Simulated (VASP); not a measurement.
Fe:

```
Fe
1.0
     0.00000    1.75450    1.75450
     1.75450    0.00000    1.75450
     3.50900    3.50900    0.00000
Fe
2
Direct
  0.00000 0.00000 0.00000
  0.00000 0.00000 0.50000
```

Base run:

* Program: VASP 6.6.1
* Functional: PBE
* Potentials or basis: VASP PAW PBE potentials, release 64 (Fe)
* Cutoff: 520 eV
* k mesh: 12 × 12 × 6
* Occupations: fermi-dirac, width 0.1 eV
* Spin: collinear spin, antiferromagnetic start
* Starting moments: [2.6, -2.6] μB

Its results: pressure -4.9 GPa; net moment 0.00 μB per cell; site moments Fe +1.23, -1.23 μB.

Task: The run is repeated on the same cell with these changes: spin from collinear spin, antiferromagnetic start to collinear spin; moments at the start from [2.6, -2.6] to [0.0, 4.0]. What comes out?

Result: Pressure -7.4 GPa; net moment 1.22 μB per cell; site moments Fe -0.13, +1.34 μB.

Caveats: the moment fell far below its start of 4 μB, so a state of higher moment may lie lower in energy (some runs).
